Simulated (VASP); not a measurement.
**Al2Au: single point with PBE+D3(BJ)**

The system is Al2Au.

```
Al Au
1.0
     0.00000    3.00000    3.00000
     3.00000    0.00000    3.00000
     3.00000    3.00000    0.00000
Al Au
2 1
Direct
  0.25000 0.25000 0.25000
  0.75000 0.75000 0.75000
  0.00000 0.00000 0.00000
```

```yaml
Program: VASP 6.6.1
Task: single point
Functional: PBE
Dispersion: D3(BJ)
Potentials_or_basis: VASP PAW PBE potentials, release 64 (Al, Au)
Cutoff: 520 eV
k_mesh: 8 × 8 × 8, shifted
Occupations: methfessel-paxton, width 0.02 eV
Spin: collinear spin, zero start
Starting_moments: "[0.0, 0.0, 0.0] μB"
Dipole_correction: no
Further_INCAR_settings: ALGO = Normal; EDIFF = 1e-06; NBANDS = 20; ISYM = 0
```

```yaml
Pressure: -0.7 GPa
Net_moment: 0.00 μB per cell
Valence_electrons_inside_the_program's_atomic_spheres: Al 0.75; Au 10.00
Dispersion_energy_per_atom: -0.402 eV
```

Levels at points of the mesh, in eV from the Fermi level:
Spin up:
```tsv
k point	band 5	band 6	band 7	band 8	band 9	band 10	band 11	band 12	band 13	band 14
(0.06, 0.06, 0.06)	-5.70	-5.70	1.80	2.39	2.66	2.66	4.13	4.13	4.57	5.54
```
Spin down:
| k point | band 7 | band 8 | band 9 | band 10 | band 11 | band 12 |
| --- | --- | --- | --- | --- | --- | --- |
| (0.06, 0.06, 0.06) | 1.80 | 2.39 | 2.66 | 2.66 | 4.13 | 4.13 |

Wall time 33 min on 1 thread of Intel Xeon 8259CL (shared host), peak memory 1.5 GiB.

Caveat: spin-orbit coupling is left out, which moves the levels of the heavy elements.
